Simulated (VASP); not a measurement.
Cu, 1 atom in the cell. The structure is cubic, space group Fm-3m (No. 225). Conventional cell: a = 3.630 Å, b = 3.630 Å, c = 3.630 Å, α = 90.00°, β = 90.00°, γ = 90.00°. Within 3.4 Å of Cu (site symmetry m-3m) lie 12 Cu at 2.57 Å. 

```yaml
Program: VASP 6.6.1
Task: single point
Functional: PBE
Potentials_or_basis: VASP PAW PBE potentials, release 64 (Cu)
Cutoff: 520 eV
k_mesh: 66 × 66 × 66
Occupations: gaussian, width 0.1 eV
Spin: no spin polarisation
Dipole_correction: no
Further_INCAR_settings: ALGO = Fast; EDIFF = 1e-07; NBANDS = 12
```

Potentials or basis: VASP PAW PBE potentials, release 64 (Cu).

The run is started by

```bash
$ cat potpaw_PBE.64/Cu/POTCAR > POTCAR
$ mpirun -np 1 vasp_std > vasp.out
```

Hardware: 1 thread of Intel(R) Xeon(R) 6975P-C (Granite Rapids), with other jobs on the host.

Estimate the wall time of this run.

It took 8 min on 1 thread of Intel(R) Xeon(R) 6975P-C (Granite Rapids), on a shared host, peak memory 0.99 GiB. Counts: scf iterations 15, k points 6851.
